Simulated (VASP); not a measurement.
Set up this calculation in VASP 6.6.1, as the native input.

```
Task                   : single point
Functional             : PBE
Potentials or basis    : VASP PAW PBE potentials, release 64 (Al)
Cutoff                 : 520 eV
k mesh                 : 15 × 15 × 8
Occupations            : fermi-dirac, width 0.08 eV
Spin                   : no spin polarisation
Dipole correction      : no
Further INCAR settings : ALGO = Normal; EDIFF = 1e-06; NBANDS = 10
```

The structure of Al lies in POSCAR:

```
Al
1.0
    2.8097283836      0.0000000000      0.0000000000
   -1.4048641918      2.4332961579      0.0000000000
    0.0000000000      0.0000000000      4.6279511020
Al
2
Direct
    0.3333333333      0.6666666667      0.2500000000
    0.6666666667      0.3333333333      0.7500000000
```

This cell differs from its parent crystal: volume scaled by 0.95.

These files were run (other wordings do the same):

INCAR

```
SYSTEM = Al
ALGO = Normal
EDIFF = 1E-6
ENCUT = 520
GGA = PE
ISIF = 2
ISMEAR = -1
LASPH = .True.
LCHARG = .False.
LREAL = .False.
LWAVE = .False.
NBANDS = 10
NELM = 100
PREC = Accurate
SIGMA = 0.08
```

KPOINTS

```
k-points
0
Gamma
  15 15 8
  0 0 0
```

Potentials or basis: VASP PAW PBE potentials, release 64 (Al).

Command:

```bash
$ cat potpaw_PBE.64/Al/POTCAR > POTCAR
$ mpirun -np 1 vasp_std > vasp.out
```

It gave:

```json
{"Pressure": "4.2 GPa", "Band gap on the k mesh": "zero (band 3 reaches 12.69 eV, above the bottom of band 4 at 5.28 eV)"}
```

It took 30 s on 1 thread of Intel Xeon 8259CL, on a shared host, peak memory 0.17 GiB.
